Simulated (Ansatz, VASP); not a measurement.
**One calculation of WC, two programs**

INCAR

```
SYSTEM = WC
ALGO = Normal ; EDIFF = 1E-6
ENCUT = 520 ; GGA = PE
ISIF = 2 ; ISMEAR = -1
LASPH = .True. ; LCHARG = .True.
LELF = .True. ; LREAL = .False.
LVHAR = .True. ; LWAVE = .False.
NBANDS = 16 ; NELM = 100
PREC = Accurate ; SIGMA = 0.1
```

The input KPOINTS:

```
k-points
0
Gamma
  14 14 14
  0 0 0
```

File POSCAR:

```
WC
1.0
    0.0000000000      2.1926840000      2.1926840000
    2.1926840000      0.0000000000      2.1926840000
    2.1926840000      2.1926840000      0.0000000000
W C
1 1
Direct
    0.0000000000      0.0000000000      0.0000000000
    0.5000000000      0.5000000000      0.5000000000
```

Input for Ansatz:

```yaml
crystal:
  lattice:
    - [0.0, 2.192684, 2.192684]
    - [2.192684, 0.0, 2.192684]
    - [2.192684, 2.192684, 0.0]
  atoms:
    - { symbol: W, position: [0.0, 0.0, 0.0] }
    - { symbol: C, position: [0.5, 0.5, 0.5] }
basis:
  ecutwfc: 470.0
kpoints:
  mp_grid:
    grid: [14, 14, 14]
hamiltonian:
  xc: pbe
scf:
  occupations:
    method: fermi_dirac
    width: 0.1
output:
  stress: true
```

Alike in both runs: task single point; functional PBE; k mesh 14 × 14 × 14; occupations fermi-dirac, width 0.1 eV; no spin polarisation.

```csv
,VASP,Ansatz
version,VASP 6.6.1,Ansatz 0.2.0
potentials or method,"VASP PAW PBE potentials, release 64 (W_sv, C), cutoff 520 eV","plane waves, PAW"
valence electrons in the cell,18,18
```

Ansatz gave:

* pressure (GPa): -1.2

What did VASP give for the same quantities?

Pressure (GPa): -0.3.

Spin-orbit coupling is off throughout.
